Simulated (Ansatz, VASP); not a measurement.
**Co2Si in VASP and in Ansatz**

```
Co Si
1.0
     3.84573    0.00000    0.00000
    -1.92286    3.33050    0.00000
     0.00000    0.00000    4.82733
Co Si
4 2
Cartesian
  0.0000 0.0000 0.0000
  0.0000 0.0000 2.4137
  0.0000 2.2203 3.6208
  1.9229 1.1102 1.2065
  0.0000 2.2203 1.2073
  1.9229 1.1102 3.6200
```

Alike in both runs: functional PBEsol; k mesh 6 × 6 × 4; occupations gaussian, width 0.1 eV; collinear spin.

Ansatz relaxed the structure, and its values are those at the end. VASP's run is a single point on that final structure, the one shown.

|  | VASP | Ansatz |
| --- | --- | --- |
| version | VASP 6.6.1 | Ansatz 0.2.0 |
| potentials or method | VASP PAW PBE potentials, release 64 (Co, Si), cutoff 520 eV | scalar-relativistic, plane waves, PAW |
| valence electrons in the cell | 44 | 76 |

|  | VASP | Ansatz | Ansatz less VASP |
| --- | --- | --- | --- |
| gap on the k mesh at the Fermi level (eV) | none | none | - |
| pressure (GPa) | 0.3 | 0.3 | +0.01 |
| net moment per atom (μB) | 0.00 | 0.00 | 0.000 |

VASP's potentials were made for PBE, not for PBEsol. A gap of «none» marks a metal or a gap that the smearing closes. VASP's potentials hold 44 valence electrons a cell and Ansatz's 76, so a difference there can come from the potentials and not from the codes. Ansatz's warnings: seeded moment not kept.
